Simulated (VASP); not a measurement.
# CoSi2: single point with RPBE

The system is CoSi2.

```
Co Si
1.0
     0.00000    2.67800    2.67800
     2.67800    0.00000    2.67800
     2.67800    2.67800    0.00000
Co Si
1 2
Direct
  0.00000 0.00000 0.00000
  0.75000 0.75000 0.75000
  0.25000 0.25000 0.25000
```

```yaml
Program: VASP 6.6.1
Task: single point
Functional: RPBE
Potentials_or_basis: VASP PAW PBE potentials, release 64 (Co, Si)
Cutoff: 520 eV
k_mesh: 9 × 9 × 9
Occupations: fermi-dirac, width 0.05 eV
Spin: collinear spin, ferromagnetic start
Starting_moments: "[2.0, 0.0, 0.0] μB"
Dipole_correction: no
Further_INCAR_settings: ALGO = Normal; EDIFF = 1e-06; NBANDS = 20
```

```yaml
Pressure: 2.9 GPa
Net_moment: 0.00 μB per cell
Valence_electrons_inside_the_program's_atomic_spheres: Co 8.85; Si 1.59
```

Levels at points of the mesh, in eV from the Fermi level:
Spin up:
```tsv
k point	band 7	band 8	band 9	band 10	band 11	band 12
(0.00, 0.00, 0.00)	0.88	3.44	3.44	3.44	3.46	3.46
```
Spin down:
```tsv
k point	band 6	band 7	band 8	band 9	band 10	band 11	band 12	band 13
(0.00, 0.00, 0.00)	-1.88	0.88	3.44	3.44	3.44	3.46	3.46	3.46
```

It took 48 s on 1 thread of AMD EPYC 7R13 Processor (Zen 3), on a shared host, peak memory 0.16 GiB.

Caveat: the PAW data sets were made with another functional, which shifts forces and pressure a little.
